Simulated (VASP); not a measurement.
A run of VASP 6.6.1:

The input INCAR:

```
ALGO = Normal
EDIFF = 1E-6
EDIFFG = -0.01
ENCUT = 600
GGA = PE
IBRION = 2
ISIF = 3
ISMEAR = 0
LASPH = True
LCHARG = False
LREAL = False
LWAVE = False
NELM = 100
NSW = 100
PREC = Accurate
SIGMA = 0.1
```

The input KPOINTS:

```
k-points
0
Gamma
  8 8 14
```

POSCAR

```
HfH6
1.0
    4.7859877820      0.0000000000      0.0000000000
    0.0000000000      4.7859877820      0.0000000000
    0.0000000000      0.0000000000      2.7586981731
Hf H
1 6
Direct
    0.0000000000      0.0000000000      0.0000000000
    0.1127234992      0.6908443663      0.5000000000
    0.8872765008      0.3091556337      0.5000000000
    0.3091556337      0.1127234992      0.5000000000
    0.6908443663      0.8872765008      0.5000000000
    0.0000000000      0.5000000000      0.5000000000
    0.5000000000      0.0000000000      0.5000000000
```

Potentials or basis: VASP PAW PBE potentials, release 64 (Hf_pv, H).

Run with:

```sh
$ cat potpaw_PBE.64/Hf_pv/POTCAR potpaw_PBE.64/H/POTCAR > POTCAR
$ mpirun -np 1 vasp_std > vasp.out
```

Hardware: 1 thread of Intel Xeon 8259CL, with other jobs on the host.

Problem. How long does it take, and how much memory?

Solution. Wall time 15 min on 1 thread of Intel Xeon 8259CL, with other jobs on the host, peak memory 0.31 GiB. Counts: scf iterations 76, k points 144, ion steps 12.
